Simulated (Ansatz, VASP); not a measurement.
**Ge in VASP and in Ansatz**

The input INCAR:

```
SYSTEM = Ge
PREC     = Accurate       ! precision mode
ENCUT    = 520            ! plane-wave cutoff, eV
EDIFF    = 1E-6           ! SCF threshold, eV
ISMEAR   = 0              ! smearing method
SIGMA    = 0.1            ! smearing width, eV
LREAL    = .FALSE.        ! projectors in reciprocal space
LASPH    = .TRUE.         ! aspherical terms in the spheres
NELM     = 60             ! most SCF steps
ALGO     = Normal         ! electronic algorithm
ISIF     = 2              ! what is computed and relaxed
LWAVE    = .FALSE.        ! write WAVECAR
LCHARG   = .FALSE.        ! write CHGCAR
LDIPOL   = .TRUE.       
IDIPOL   = 3            
DIPOL    = 0.5 0.5 0.377
GGA      = PE             ! functional
IVDW     = 12             ! dispersion correction
NBANDS   = 36             ! bands
```

KPOINTS

```
regular mesh
0
G
  9 9 1
  0 0 0
```

The input POSCAR:

```
Ge
1.0
    4.0226895311      0.0000000000      0.0000000000
   -2.0113447656      3.4837513255      0.0000000000
    0.0000000000      0.0000000000     18.8685220517
Ge
4
Direct
    0.3333333333      0.6666666667      0.2747571332
    0.6666666667      0.3333333333      0.2384924472
    0.2222222222      1.8888888889      0.5150653573
    0.5555555556      1.5555555556      0.4788006714
```

Input for Ansatz:

```yaml
crystal:
  lattice:
    - [4.0226895311, 0.0, 0.0]
    - [-2.0113447656, 3.4837513255, 0.0]
    - [0.0, 0.0, 18.8685220517]
  atoms:
    - { symbol: Ge, position: [0.3333333333, 0.6666666667, 0.2747571332] }
    - { symbol: Ge, position: [0.6666666667, 0.3333333333, 0.2384924472] }
    - { symbol: Ge, position: [0.2222222222, 1.8888888889, 0.5150653573] }
    - { symbol: Ge, position: [0.5555555556, 1.5555555556, 0.4788006714] }
basis:
  ecutwfc: 420
kpoints:
  mp_grid: { grid: [9, 9, 1] }
hamiltonian:
  xc: pbe
  pseudopotentials: { kind: paw, azcp: { folder: soft_1 } }
  dispersion: d3bj
scf:
  occupations: { method: gaussian, width: 0.1 }
output:
  forces: true
  eigenvalues: true
efield:
  axis: 3
  dipole_correction: true
  ramp_width: 0.04
```

Alike in both runs: task single point; functional PBE; dispersion D3(BJ); k mesh 9 × 9 × 1; occupations gaussian, width 0.1 eV; no spin polarisation.

|  | VASP | Ansatz |
| --- | --- | --- |
| version | VASP 6.6.1 | Ansatz 0.2.0 |
| potentials or method | VASP PAW PBE potentials, release 64 (Ge_d), cutoff 520 eV | scalar-relativistic, plane waves, PAW |
| valence electrons in the cell | 56 | 56 |

```csv
,VASP,Ansatz,Ansatz less VASP
gap on the k mesh at the Fermi level (eV),0.33,0.33,0.000
least direct gap on the mesh (eV),0.33,0.33,0.000
rms of the force components (eV/Å),0.081,0.081,+0.0002
```

Atom by atom the forces differ by 0.001 eV/Å (rms over components).
